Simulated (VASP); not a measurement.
# KCdCO3F (P-6c2) in VASP: settings compared, part 2 of 2

VASP 6.6.1.

**3. Electric field gradients, r2SCAN**

The input, POSCAR:

```
KCdCO3F
1.0
    5.1349000000      0.0000000000      0.0000000000
   -2.5674500000      4.4469538459      0.0000000000
    0.0000000000      0.0000000000      8.8460000000
K Cd C O F
2 2 2 6 2
Direct
    0.6666666667      0.3333333333      0.5000000000
    0.6666666667      0.3333333333      0.0000000000
    0.0000000000      0.0000000000      0.2500000000
    0.0000000000      0.0000000000      0.7500000000
    0.3333333333      0.6666666667      0.2500000000
    0.3333333333      0.6666666667      0.7500000000
    0.4129067715      0.9487197200      0.2500000000
    0.5358129485      0.5870932285      0.2500000000
    0.0512802800      0.4641870515      0.2500000000
    0.0512802800      0.5870932285      0.7500000000
    0.4129067715      0.4641870515      0.7500000000
    0.5358129485      0.9487197200      0.7500000000
    0.0000000000      0.0000000000      0.5000000000
    0.0000000000      0.0000000000      0.0000000000
```

The input, INCAR.step1:

```
PREC = Accurate ; ENCUT = 520
ISMEAR = -1 ; SIGMA = 0.02
LREAL = False ; LASPH = True
NELM = 100 ; NBANDS = 63
GGA = PE ; ALGO = Normal
EDIFF = 1E-4 ; LWAVE = True
LCHARG = False
```

The input, INCAR.step2:

```
PREC = Accurate ; ENCUT = 520
EDIFF = 1E-8 ; ISMEAR = -1
SIGMA = 0.02 ; LREAL = False
LASPH = True ; NELM = 100
ALGO = Normal ; ISIF = 2
LWAVE = False ; LCHARG = False
METAGGA = R2SCAN ; LMIXTAU = True
LEFG = True ; NBANDS = 63
ISTART = 1
```

The input, KPOINTS:

```
Automatic mesh
0
Gamma
  5 5 3
```

Potentials or basis: VASP PAW PBE potentials, release 64 (K_sv, Cd, C, O, F).

Run with:

```
cat potpaw_PBE.64/K_sv/POTCAR potpaw_PBE.64/Cd/POTCAR potpaw_PBE.64/C/POTCAR potpaw_PBE.64/O/POTCAR potpaw_PBE.64/F/POTCAR > POTCAR
cp INCAR.step1 INCAR
mpirun -np 1 vasp_std > vasp.out
cp INCAR.step2 INCAR
mpirun -np 1 vasp_std > vasp.out
```

OUTCAR:

```text
PREC = Accurate
   ENCUT = 520
   EDIFF = 1E-8
   ISMEAR = -1
   LREAL = False
   LASPH = True
   NELM = 100
   ISIF = 2
   METAGGA = R2SCAN
   ISTART = 1

 ion  position               nearest neighbor table
   1  0.667  0.333  0.500-   9 2.81  12 2.81  10 2.81   7 2.81  11 2.81   8 2.81   3 3.70   4 3.70
                             3 3.70   4 3.70   3 3.70   4 3.70
   2  0.667  0.333  0.000-   9 2.81  12 2.81  10 2.81   7 2.81  11 2.81   8 2.81   3 3.70   4 3.70
                             3 3.70   4 3.70   3 3.70   4 3.70
   3  0.000  0.000  0.250-  13 2.21  14 2.21   7 2.26   8 2.26   9 2.26   2 3.70   1 3.70   2 3.70
                             1 3.70   1 3.70   2 3.70
   4  0.000  0.000  0.750-  13 2.21  14 2.21  12 2.26  10 2.26  11 2.26   2 3.70   1 3.70   2 3.70
                             1 3.70   1 3.70   2 3.70
   5  0.333  0.667  0.250-   7 1.29   9 1.29   8 1.29
   6  0.333  0.667  0.750-  10 1.29  12 1.29  11 1.29
   7  0.413  0.949  0.250-   5 1.29   3 2.26   1 2.81   2 2.81
   8  0.536  0.587  0.250-   5 1.29   3 2.26   1 2.81   2 2.81
   9  0.051  0.464  0.250-   5 1.29   3 2.26   1 2.81   2 2.81
[... 933 lines left out ...]
   6     -20.065   -20.063    40.128       0.000
   7     -91.818   -23.487   115.305       0.593
   8     -91.817   -23.487   115.304       0.593
   9     -91.821   -23.487   115.308       0.593
  10     -91.818   -23.487   115.305       0.593
  11     -91.817   -23.487   115.304       0.593
  12     -91.821   -23.487   115.308       0.593
  13     -41.003   -40.996    81.999       0.000
  14     -41.003   -40.996    81.999       0.000
----------------------------------------------------------------------

           NMR quadrupolar parameters

 Cq : quadrupolar parameter    Cq=e*Q*V_zz/h
 eta: asymmetry parameters     (V_yy - V_xx)/ V_zz
 Q  : nuclear electric quadrupole moment in mb (millibarn)
----------------------------------------------------------------------
 ion       Cq(MHz)       eta       Q (mb)
----------------------------------------------------------------------
   1      -0.053       0.000       1.000
   2      -0.053       0.000       1.000
   3      -0.014       0.001       1.000
   4      -0.014       0.001       1.000
   5       0.097       0.000       1.000
   6       0.097       0.000       1.000
   7       0.279       0.593       1.000
   8       0.279       0.593       1.000
   9       0.279       0.593       1.000
  10       0.279       0.593       1.000
  11       0.279       0.593       1.000
  12       0.279       0.593       1.000
  13       0.198       0.000       1.000
  14       0.198       0.000       1.000
----------------------------------------------------------------------
```

OSZICAR.step1:

```text
N       E                     dE             d eps       ncg     rms          rms(c)
DAV:   1     0.842389630100E+03    0.84239E+03   -0.53053E+04  1260   0.153E+03
DAV:   2    -0.227445212363E+02   -0.86513E+03   -0.83623E+03  1482   0.417E+02
DAV:   3    -0.879923981422E+02   -0.65248E+02   -0.64843E+02  1656   0.116E+02
DAV:   4    -0.894629505463E+02   -0.14706E+01   -0.14675E+01  1720   0.160E+01
DAV:   5    -0.895145201217E+02   -0.51570E-01   -0.51552E-01  1789   0.234E+00    0.215E+01
DAV:   6    -0.799663610284E+02    0.95482E+01   -0.32369E+01  1641   0.448E+01    0.130E+01
DAV:   7    -0.800733956369E+02   -0.10703E+00   -0.52400E+00  1416   0.107E+01    0.806E+00
DAV:   8    -0.800348734316E+02    0.38522E-01   -0.11207E+00  1488   0.468E+00    0.213E+00
DAV:   9    -0.799889962276E+02    0.45877E-01   -0.30076E-01  1480   0.272E+00    0.386E-01
DAV:  10    -0.799926379889E+02   -0.36418E-02   -0.43360E-02  1490   0.131E+00    0.423E-01
DAV:  11    -0.799930293993E+02   -0.39141E-03   -0.25039E-03  1544   0.293E-01    0.195E-01
DAV:  12    -0.799937861763E+02   -0.75678E-03   -0.18242E-03  1372   0.208E-01    0.461E-02
DAV:  13    -0.799938910965E+02   -0.10492E-03   -0.10935E-04  1016   0.539E-02    0.248E-02
DAV:  14    -0.799939128976E+02   -0.21801E-04   -0.46199E-05   892   0.315E-02
   1 F= -.79993913E+02 E0= -.79993913E+02  d E =-.263353E-11
```

Run time: 11 min. Hardware: 1 thread of Intel Xeon Platinum 8488C (Sapphire Rapids), shared host; peak memory 0.44 GiB.

What came out:

```yaml
Free_energy: -140.9129 eV
Pressure: 0.3 GPa
Largest_force: 0.134 eV/Å
Band_gap_on_the_k_mesh: 3.67 eV, direct
```

Forces on the atoms (eV/Å):
```
K    0.000  0.000  0.000
K    0.000  0.000  0.000
Cd   0.000  0.000  0.000
Cd   0.000  0.000  0.000
C    0.000  0.000  0.000
C    0.000  0.000  0.000
O    0.053 -0.123  0.000
O   -0.133  0.015  0.000
O    0.080  0.108  0.000
O    0.133  0.015  0.000
O   -0.080  0.108  0.000
O   -0.053 -0.123  0.000
F    0.000  0.000  0.000
F    0.000  0.000  0.000
```

Electric field gradients, principal values (V/Å²):
```
atom    least   middle  greatest (by size)
 1 K   10.907   10.908             -21.815
 2 K   10.907   10.908             -21.815
3 Cd    2.957    2.965              -5.922
4 Cd    2.957    2.965              -5.922
 5 C  -20.063  -20.065              40.128
 6 C  -20.063  -20.065              40.128
 7 O  -23.487  -91.818             115.305
 8 O  -23.487  -91.817             115.304
 9 O  -23.487  -91.821             115.308
10 O  -23.487  -91.818             115.305
11 O  -23.487  -91.817             115.304
12 O  -23.487  -91.821             115.308
13 F  -40.996  -41.003              81.999
14 F  -40.996  -41.003              81.999
```

Caveat: without QUAD_EFG the Cq values of the log hold for a quadrupole moment of 1 mb, not for the nuclei; the PAW data sets were made with another functional, which shifts forces and pressure a little. r2SCAN opens gaps a little over a GGA but as a rule still falls short of measured ones.
